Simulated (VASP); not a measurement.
## GaC3: single point with PBE+D3(BJ)

The system is GaC3.

```
CELL_PARAMETERS angstrom
3.31895 0.00000 0.00000
0.00000 3.31895 0.00000
0.00000 0.00000 3.31895
ATOMIC_POSITIONS crystal
Ga 0.00000 0.00000 0.00000
C 0.00000 0.50000 0.50000
C 0.50000 0.00000 0.50000
C 0.50000 0.50000 0.00000
```

```json
{
  "Program": "VASP 6.6.1",
  "Task": "single point",
  "Functional": "PBE",
  "Dispersion": "D3(BJ)",
  "Potentials or basis": "VASP PAW PBE potentials, release 64 (Ga_d, C)",
  "Cutoff": "600 eV",
  "k mesh": "5 × 5 × 5",
  "Occupations": "methfessel-paxton, width 0.1 eV",
  "Spin": "no spin polarisation",
  "Dipole correction": "no",
  "Further INCAR settings": "ALGO = Normal; EDIFF = 1e-06; NBANDS = 20"
}
```

- Pressure: 6.7 GPa
- Dispersion energy per atom: -0.218 eV

Levels at points of the mesh, in eV from the Fermi level:
| k point | band 9 | band 10 | band 11 | band 12 | band 13 | band 14 | band 15 | band 16 |
| --- | --- | --- | --- | --- | --- | --- | --- | --- |
| (0.00, 0.00, 0.00) | -5.19 | -5.19 | -5.19 | 0.20 | 1.48 | 1.48 | 1.48 | 4.07 |

Wall time 10 s on 1 thread of AMD EPYC 7R43 64-Core Processor (Zen 3), with other jobs on the host, peak memory 0.13 GiB.

Caveat: the k points lie up to 0.38 Å⁻¹ apart; pairwise dispersion overbinds metals, which lowers pressure and volume.
